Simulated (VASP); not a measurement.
Here is a VASP 6.6.1 calculation.

Contents of INCAR:

```
SYSTEM = Hf
PREC = Accurate ; ENCUT = 520
EDIFF = 1E-6 ; ISMEAR = -1
SIGMA = 0.05 ; LREAL = .False.
LASPH = .True. ; NELM = 80
ALGO = Normal ; ISIF = 2
LWAVE = .False. ; LCHARG = .False.
GGA = PE ; NBANDS = 17
```

KPOINTS

```
Automatic mesh
0
Gamma
  13 13 7
  0 0 0
```

POSCAR

```
Hf
1.0
    3.2925994799      0.0000000000      0.0000000000
   -1.6462997400      2.8514747941      0.0000000000
    0.0000000000      0.0000000000      5.0578000000
Hf
2
Direct
    0.3333333333      0.6666666667      0.2500000000
    0.6666666667      0.3333333333      0.7500000000
```

Potentials or basis: VASP PAW PBE potentials, release 64 (Hf_pv).

Run with:

```bash
$ cat potpaw_PBE.64/Hf_pv/POTCAR > POTCAR
$ mpirun -np 1 vasp_std > vasp.out
```

Task: Estimate the pressure.

Result: -5.4 GPa.

Task: Predict the band gap on the k mesh.

Result: Zero (band 10 reaches 5.61 eV, above the bottom of band 11 at 4.08 eV).

Stress tensor (GPa, compression positive):
```
-6.42  0.00  0.00
 0.00 -6.42  0.00
 0.00  0.00 -3.45
```

Caveat: the cell differs from its parent crystal (equal xx and yy strain of +3 %); spin-orbit coupling is left out, which moves the levels of the heavy elements.
